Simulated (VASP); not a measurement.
# Os (Immm) in VASP: a series of runs, part 2 of 3

VASP 6.6.1.

## 3. Single point, r2SCAN (strain +0.0250 x Voigt [0, 0, 0, 0, 0, 1])

POSCAR reads:

```
Os
1.0
    0.0243125000      1.9450000000      1.9450000000
    1.9450000000      0.0243125000      1.9450000000
    1.9693125000      1.9693125000      0.0000000000
Os
1
Direct
    0.0000000000      0.0000000000      0.0000000000
```

INCAR.step1 reads:

```
SYSTEM = Os
PREC = Accurate
ENCUT = 520
ISMEAR = 0
SIGMA = 0.15
LREAL = .FALSE.
LASPH = .TRUE.
NELM = 60
NBANDS = 10
GGA = PE
ALGO = Normal
EDIFF = 1E-4
LWAVE = .TRUE.
LCHARG = .FALSE.
```

INCAR.step2 reads:

```
SYSTEM = Os
PREC = Accurate
ENCUT = 520
EDIFF = 1E-6
ISMEAR = 0
SIGMA = 0.15
LREAL = .FALSE.
LASPH = .TRUE.
NELM = 60
ALGO = Normal
ISIF = 2
LWAVE = .FALSE.
LCHARG = .FALSE.
METAGGA = R2SCAN
LMIXTAU = .TRUE.
NBANDS = 10
ISTART = 1
```

KPOINTS reads:

```
Automatic mesh
0
G
  20 20 20
  0 0 0
```

Potentials or basis: VASP PAW PBE potentials, release 64 (Os).

On the command line:

```sh
> cat potpaw_PBE.64/Os/POTCAR > POTCAR
> cp INCAR.step1 INCAR
> mpirun -np 1 vasp_std > vasp.out
> cp INCAR.step2 INCAR
> mpirun -np 1 vasp_std > vasp.out
```

OUTCAR:

```text
SYSTEM = Os
   PREC = Accurate
   ENCUT = 520
   EDIFF = 1E-6
   ISMEAR = 0
   LREAL = .FALSE.
   LASPH = .TRUE.
   NELM = 60
   ISIF = 2
   METAGGA = R2SCAN
   ISTART = 1

 ion  position               nearest neighbor table
   1  0.000  0.000  0.000-

  LATTYP: Found a body centered orthorhombic cell.
 ALAT       =     2.7162623116
 B/A-ratio  =     1.0253164557
 C/A-ratio  =     1.4321149999

  Lattice vectors:

 A1 = (   1.9450000000,   0.0243125000,  -1.9450000000)
 A2 = (  -1.9450000000,  -0.0243125000,  -1.9450000000)
 A3 = (   0.0243125000,   1.9450000000,   1.9450000000)

Analysis of symmetry for initial positions (statically):
=====================================================================
 Subroutine PRICEL returns:
 Original cell was already a primitive cell.

 Routine SETGRP: Setting up the symmetry group for a
 body centered orthorhombic supercell.

 Subroutine GETGRP returns: Found  8 space group operations
 (whereof  8 operations were pure point group operations)
 out of a pool of  8 trial point group operations.

The static configuration has the point symmetry D_2h.

Analysis of symmetry for dynamics (positions and initial velocities):
=====================================================================
 Subroutine PRICEL returns:
 Original cell was already a primitive cell.

 Routine SETGRP: Setting up the symmetry group for a
 body centered orthorhombic supercell.

 Subroutine GETGRP returns: Found  8 space group operations
 (whereof  8 operations were pure point group operations)
 out of a pool of  8 trial point group operations.

The dynamic configuration has the point symmetry D_2h.

 Subroutine INISYM returns: Found  8 space group operations
 (whereof  8 operations are pure point group operations),
 and found     1 'primitive' translations

----------------------------------------------------------------------------------------

                                     Primitive cell

  volume of cell :      14.7137

  direct lattice vectors                    reciprocal lattice vectors
     0.024312500  1.945000000  1.945000000    -0.260323452  0.260323452  0.257069409
     1.945000000  0.024312500  1.945000000     0.260323452 -0.260323452  0.257069409
     1.969312500  1.969312500  0.000000000     0.253895712  0.253895712 -0.257069409

  length of vectors
     2.750752824  2.750752824  2.785028446     0.449022583  0.449022583  0.441600211

  position of ions in fractional coordinates (direct lattice)
     0.000000000  0.000000000  0.000000000

  ion indices of the primitive-cell ions
   primitive index   ion index
                 1           1

----------------------------------------------------------------------------------------

 KPOINTS: Automatic mesh

Automatic generation of k-mesh.
 Grid dimensions read from file:
 generate k-points for:   20   20   20

 Generating k-lattice:

  Cartesian coordinates                     Fractional coordinates (reciprocal lattice)
    -0.013016173  0.013016173  0.012853470     0.050000000  0.000000000  0.000000000
     0.013016173 -0.013016173  0.012853470     0.000000000  0.050000000  0.000000000
     0.012694786  0.012694786 -0.012853470     0.000000000  0.000000000  0.050000000

  Length of vectors
     0.022451129  0.022451129  0.022080011

  Shift w.r.t. Gamma in fractional coordinates (k-lattice)
     0.000000000  0.000000000  0.000000000

 Subroutine IBZKPT returns following result:
 ===========================================

 Found   1166 irreducible k-points:

 Following reciprocal coordinates:
            Coordinates               Weight
  0.000000  0.000000  0.000000      1.000000
  0.050000  0.000000  0.000000      4.000000
  0.100000 -0.000000  0.000000      4.000000
  0.150000  0.000000  0.000000      4.000000
  0.200000 -0.000000  0.000000      4.000000
  0.250000  0.000000  0.000000      4.000000
[... 16 lines left out ...]
 -0.400000  0.050000  0.000000      4.000000
 -0.350000  0.050000  0.000000      4.000000
 [... further k-points ...]
   k-points           NKPTS =   1166   k-points in BZ     NKDIM =   1166   number of bands    NBANDS=     10
   number of dos      NEDOS =    301   number of ions     NIONS =      1
   total plane-waves  NPLWV =   9600
   dimension x,y,z NGX =    20 NGY =   20 NGZ =   24
   dimension x,y,z NGXF=    40 NGYF=   40 NGZF=   48
   ions per type =               1
   NGX,Y,Z   is equivalent  to a cutoff of  12.09, 12.09, 14.33 a.u.
   NGXF,Y,Z  is equivalent  to a cutoff of  24.17, 24.17, 28.65 a.u.
 SYSTEM =  Os
   PREC   = accura    normal or accurate (medium, high low for compatibility)
   ISTART =      1    job   : 0-new  1-cont  2-samecut
   ICHARG =      0    charge: 1-file 2-atom 10-const
   ISPIN  =      1    spin polarized calculation?
   LNONCOLLINEAR =      F non collinear calculations
   LSORBIT =      F    spin-orbit coupling
   LASPH  =      T    aspherical Exc in radial PAW
   ENCUT  =  520.0 eV  38.22 Ry    6.18 a.u.   5.11  5.11  5.18*2*pi/ulx,y,z
   NELM   =     60;   NELMIN=  2; NELMDL=  0     # of ELM steps
   EDIFF  = 0.1E-05   stopping-criterion for ELM
   LREAL  =      F    real-space projection
   EDIFFG = 0.1E-04   stopping-criterion for IOM
   NSW    =      0    number of steps for IOM
   IBRION =     -1    ionic relax: 0-MD 1-quasi-New 2-CG
   NFREE  =      0    steps in history (QN), initial steepest desc. (CG)
   ISIF   =      2    stress and relaxation
   ISYM   =      2    0-nonsym 1-usesym 2-fastsym
   POTIM  = 0.5000    time-step for ionic-motion
   TEBEG  =    0.0;   TEEND  =   0.0 temperature during run
   PSTRESS=    0.0 pullay stress
   NELECT =       8.0000    total number of electrons
   NUPDOWN=      -1.0000    fix difference up-down
   EMIN   =  10.00;   EMAX   =-10.00  energy-range for DOS
   EFERMI =   0.00;   METHOD = LEGACY
   ISMEAR =     0;   SIGMA  =   0.15  broadening in eV -4-tet -1-fermi 0-gaus
   EFERMI_NEDOS =   21; number of points for ismear=-14 and -15
   IALGO  =     38    algorithm
   IMIX   =      4    mixing-type and parameters
     AMIX     =   0.40;   BMIX     =  1.00
     AMIX_MAG =   1.60;   BMIX_MAG =  1.00
  volume/ion in A,a.u.               =      14.71        99.29
  Fermi-wavevector in a.u.,A,eV,Ry     =   1.336179  2.525011 24.291478  1.785373
  Thomas-Fermi vector in A             =   2.464825
   LORBIT       =      0    0 simple, 1 ext, 2 COOP (PROOUT), +10 PAW based schemes
   METAGGA = R2SCAN    functional components
   LHFCALC =     F    Hartree Fock is set to
   AEXX    =    0.0000 exact exchange contribution
   IVDW    =     0    specifies the selected vdW correction
   LEPSILON=     F    determine dielectric tensor
   LRPA    =     F    only Hartree local field effects (RPA)
 non-spin polarized calculation
 Gauss-broadening in eV      SIGMA  =   0.15
  energy-cutoff  :      520.00
  volume of cell :       14.71
 maximum number of plane-waves:       407
   NGX = 11   NGY = 11   NGZ = 11

 number of electron       8.0000000 magnetization

 Free energy of the ion-electron system (eV)
  ---------------------------------------------------
  ext. energy  EPLUGINS =         0.00000000
  ---------------------------------------------------
  free energy    TOTEN  =       -52.81476963 eV

  energy without entropy =      -52.80344894  energy(sigma->0) =      -52.80910928

 E-fermi :   8.4180     XC(G=0): -15.0530

 val. band max:        8.4179076861   @ k =  -0.2500   0.0500   0.2000
 cond. band min:       8.4181948518   @ k =   0.0000   0.0000   0.0000
 fundamental gap:      0.0002871657
 Fermi energy:         8.4179847043

 k-point     1 :       0.0000    0.0000    0.0000
  band No.  band energies     occupation
      1      -2.4532      2.00000
      2       5.2869      2.00000
      3       5.4804      2.00000
      4       5.7247      2.00000
      5       8.4182      0.99842
      6       8.4219      0.97068
      7      23.3488      0.00000
      8      28.8127      0.00000
      9      29.2237      0.00000
     10      29.6300      0.00000

 k-point     2 :       0.0500    0.0000    0.0000
  band No.  band energies     occupation
      1      -2.3340      2.00000
      2       5.3416      2.00000
      3       5.4836      2.00000
      4       5.7059      2.00000
      5       8.3736      1.32418
      6       8.3791      1.28585
      7      23.5709      0.00000
      8      28.7806      0.00000
      9      29.0238      0.00000
     10      29.5961      0.00000
[... 274 lines left out ...]
 k-point    24 :      -0.3500    0.0500    0.0000
  band No.  band energies     occupation
      1       0.8975      2.00000
      2       5.4426      2.00000
      3       5.6774      2.00000
      4       6.0952      2.00000
      5       9.4269      0.00000
      6      10.5062      0.00000
      7      20.1334      0.00000
      8      24.3274      0.00000
      9      30.4095      0.00000
     10      31.6437      0.00000

 [... further k-points ...]
[... 5 lines left out ...]
  --------------------------------------------------------------------------------------
  -------------------------------------------------------------------------------------
  Total       -1.4596219     -1.4596219     -1.4977695     -0.6419059      0.0000000      0.0000000
  in kB     -158.9388307   -158.9388307   -163.0927308    -69.8974006      0.0000000      0.0000000
  external PRESSURE =    -160.3234641 kB  Pullay stress =       0.0000000 kB

 VOLUME and BASIS-vectors are now :
 -----------------------------------------------------------------------------
  energy-cutoff  :      520.00
  volume of cell :       14.71
      direct lattice vectors                 reciprocal lattice vectors
     0.024312500  1.945000000  1.945000000    -0.260323452  0.260323452  0.257069409
     1.945000000  0.024312500  1.945000000     0.260323452 -0.260323452  0.257069409
     1.969312500  1.969312500  0.000000000     0.253895712  0.253895712 -0.257069409

 POSITION                                       TOTAL-FORCE (eV/Angst)
 -----------------------------------------------------------------------------------
      0.00000      0.00000      0.00000        -0.000000      0.000000     -0.000000
 -----------------------------------------------------------------------------------
    total drift:                                0.000000     -0.000000      0.000000

  FREE ENERGIE OF THE ION-ELECTRON SYSTEM (eV)
  ---------------------------------------------------
  free  energy   TOTEN  =       -52.8147696276 eV

  energy  without entropy=      -52.8034489364  energy(sigma->0) =      -52.80910928
```

Run time: 3.3 min. Hardware: 1 thread of Intel Xeon 6975P-C (Granite Rapids), shared host; peak memory 0.29 GiB.

Results:

```
Free energy            : -52.8148 eV
Pressure               : -16.0 GPa
Band gap on the k mesh : zero (bands 4 and 5 overlap by 3.77 eV)
```

Stress tensor (GPa, compression positive):
```
-15.89  -6.99   0.00
 -6.99 -15.89   0.00
  0.00   0.00 -16.31
```

Caveat: the cell differs from its parent crystal (strain +0.0250 x Voigt [0, 0, 0, 0, 0, 1]); the cell stands under tension; the PAW data sets were made with another functional, which shifts forces and pressure a little; spin-orbit coupling is left out, which moves the levels of the heavy elements.

## 4. Single point, r2SCAN (strain +0.0375 x Voigt [0, 0, 0, 0, 0, 1])

POSCAR reads:

```
Os
1.0
    0.0364687500      1.9450000000      1.9450000000
    1.9450000000      0.0364687500      1.9450000000
    1.9814687500      1.9814687500      0.0000000000
Os
1
Direct
    0.0000000000      0.0000000000      0.0000000000
```

INCAR.step1 reads:

```
PREC = Accurate
ENCUT = 520
ISMEAR = 0
SIGMA = 0.15
LREAL = F
LASPH = T
NELM = 100
NBANDS = 10
GGA = PE
ALGO = Normal
EDIFF = 1E-4
LWAVE = T
LCHARG = F
```

INCAR.step2 reads:

```
PREC = Accurate
ENCUT = 520
EDIFF = 1E-6
ISMEAR = 0
SIGMA = 0.15
LREAL = F
LASPH = T
NELM = 100
ALGO = Normal
ISIF = 2
LWAVE = F
LCHARG = F
METAGGA = R2SCAN
LMIXTAU = T
NBANDS = 10
ISTART = 1
```

KPOINTS reads:

```
Automatic mesh
0
Gamma
  20 20 20
```

On the command line:

```sh
> cat potpaw_PBE.64/Os/POTCAR > POTCAR
> cp INCAR.step1 INCAR
> mpirun -np 1 vasp_std > vasp.out
> cp INCAR.step2 INCAR
> mpirun -np 1 vasp_std > vasp.out
```

It took 3.3 min on 1 thread of Intel Xeon 6975P-C (Granite Rapids), shared host; peak memory 0.29 GiB.

The run converged. Its results:

```
Free energy            : -52.8050 eV
Pressure               : -15.7 GPa
Band gap on the k mesh : zero (bands 4 and 5 overlap by 3.76 eV)
```

Stress tensor (GPa, compression positive):
```
-15.36 -10.54   0.00
-10.54 -15.36   0.00
  0.00   0.00 -16.28
```

Levels at points of the mesh, in eV from the Fermi level:
```
           k point  band 1  band 2  band 3  band 4  band 5  band 6  band 7  band 8  band 9
(0.00, 0.00, 0.00)  -10.87   -3.24   -2.96   -2.58    0.01    0.02   14.92   20.20   20.82
(0.50, 0.00, 0.00)   -7.56   -3.40   -2.87   -0.04    2.21    2.56    9.12   14.36   20.26
(0.50, 0.50, 0.00)   -7.42   -6.74    2.27    2.28    3.00    3.00   11.82   12.10   13.28
(0.00, 0.00, 0.50)   -7.65   -3.29   -2.75   -0.45    2.07    2.44    8.54   14.69   20.76
(0.50, 0.00, 0.50)   -7.42   -6.73    2.19    2.29    2.98    3.05   12.13   12.54   12.55
```

Caveat: the cell differs from its parent crystal (strain +0.0375 x Voigt [0, 0, 0, 0, 0, 1]); the cell stands under tension; the PAW data sets were made with another functional, which shifts forces and pressure a little; spin-orbit coupling is left out, which moves the levels of the heavy elements.

[end of part 2 of 3]
